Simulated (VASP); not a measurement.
Write the native input for VASP 6.6.1 that does the following.

```
Task                   : single point
Functional             : r2SCAN
Potentials or basis    : VASP PAW PBE potentials, release 64 (K_sv, Cl)
Cutoff                 : 520 eV
k mesh                 : 8 × 8 × 8
Occupations            : gaussian, width 0.01 eV
Spin                   : no spin polarisation
Dipole correction      : no
Further INCAR settings : ALGO = Normal; EDIFF = 1e-06; NBANDS = 15
```

KCl:

```
CELL_PARAMETERS angstrom
0.00000 3.23856 3.23856
3.23856 0.00000 3.23856
3.23856 3.23856 0.00000
ATOMIC_POSITIONS crystal
K 0.00000 0.00000 0.00000
Cl 0.50000 0.50000 0.50000
```

This cell differs from its parent crystal: strain +3.0%.

The input as run:

POSCAR

```
KCl
1.0
    0.0000000000      3.2385635596      3.2385635596
    3.2385635596      0.0000000000      3.2385635596
    3.2385635596      3.2385635596      0.0000000000
K Cl
1 1
Direct
    0.0000000000      0.0000000000      0.0000000000
    0.5000000000      0.5000000000      0.5000000000
```

INCAR.step1

```
ALGO = Normal
EDIFF = 1E-4
ENCUT = 520
GGA = PE
ISMEAR = 0
LASPH = T
LCHARG = F
LREAL = F
LWAVE = T
NBANDS = 15
NELM = 100
PREC = Accurate
SIGMA = 0.01
```

INCAR.step2

```
ALGO = Normal
EDIFF = 1E-6
ENCUT = 520
ISIF = 2
ISMEAR = 0
ISTART = 1
LASPH = T
LCHARG = F
LMIXTAU = T
LREAL = F
LWAVE = F
METAGGA = R2SCAN
NBANDS = 15
NELM = 100
PREC = Accurate
SIGMA = 0.01
```

KPOINTS

```
k-points
0
Gamma
  8 8 8
```

Potentials or basis: VASP PAW PBE potentials, release 64 (K_sv, Cl).

Command:

```bash
$ cat potpaw_PBE.64/K_sv/POTCAR potpaw_PBE.64/Cl/POTCAR > POTCAR
$ cp INCAR.step1 INCAR
$ mpirun -np 1 vasp_std > vasp.out
$ cp INCAR.step2 INCAR
$ mpirun -np 1 vasp_std > vasp.out
```

Results of the run:

```yaml
Pressure: -1.4 GPa
Band_gap_on_the_k_mesh: 5.54 eV
```

Caveat: the cell differs from its parent crystal (strain +3.0%); the PAW data sets were made with another functional, which shifts forces and pressure a little.

Run time: 89 s on 1 thread of Intel(R) Xeon(R) Platinum 8375C CPU @ 2.90GHz (Ice Lake), on a shared host, peak memory 0.22 GiB.
